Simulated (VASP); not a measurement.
A run of VASP 6.6.1 is set up as follows.

Contents of INCAR:

```
SYSTEM = Te2Mo
PREC = Accurate ; ENCUT = 520
EDIFF = 1E-6 ; ISMEAR = -1
SIGMA = 0.05 ; LREAL = .False.
LASPH = .True. ; NELM = 100
ALGO = Normal ; ISIF = 2
LWAVE = .False. ; LCHARG = .False.
GGA = RP ; IVDW = 12
NBANDS = 64
```

File KPOINTS:

```
regular mesh
0
Gamma
  4 8 2
  0 0 0
```

File POSCAR:

```
Te2Mo
1.0
    6.4541491659      0.0000000000      0.0000000000
    0.0000000000      3.5370368810      0.0000000000
   -0.9653640253      0.0000000000     14.0988225237
Te Mo
8 4
Direct
    0.9437000000      0.7500000000      0.6045000000
    0.0563000000      0.2500000000      0.3955000000
    0.9030000000      0.2500000000      0.8514000000
    0.0970000000      0.7500000000      0.1486000000
    0.4112000000      0.7500000000      0.8955000000
    0.5888000000      0.2500000000      0.1045000000
    0.4432000000      0.2500000000      0.6484000000
    0.5568000000      0.7500000000      0.3516000000
    0.8167000000      0.7500000000      0.9926000000
    0.1833000000      0.2500000000      0.0074000000
    0.6819000000      0.2500000000      0.4934000000
    0.3181000000      0.7500000000      0.5066000000
```

Potentials or basis: VASP PAW PBE potentials, release 64 (Te, Mo_sv).

Command:

```sh
$ cat potpaw_PBE.64/Te/POTCAR potpaw_PBE.64/Mo_sv/POTCAR > POTCAR
$ mpirun -np 1 vasp_std > vasp.out
```

**Question.** Estimate the dispersion energy per atom.

**Answer.** -2.474 eV.

**Question.** Estimate the largest force.

**Answer.** 1.572 eV/Å.

Forces in eV/Å, atoms in the order of the input:
```
Te   0.007  0.000 -1.354
Te  -0.007  0.000  1.354
Te  -0.031  0.000  1.533
Te   0.031  0.000 -1.533
Te   0.033  0.000  1.377
Te  -0.033  0.000 -1.377
Te   0.046  0.000 -1.571
Te  -0.046  0.000  1.571
Mo   0.451  0.000  0.034
Mo  -0.451  0.000 -0.034
Mo  -0.518  0.000  0.014
Mo   0.518  0.000 -0.014
```

Caveat: the PAW data sets were made with another functional, which shifts forces and pressure a little.
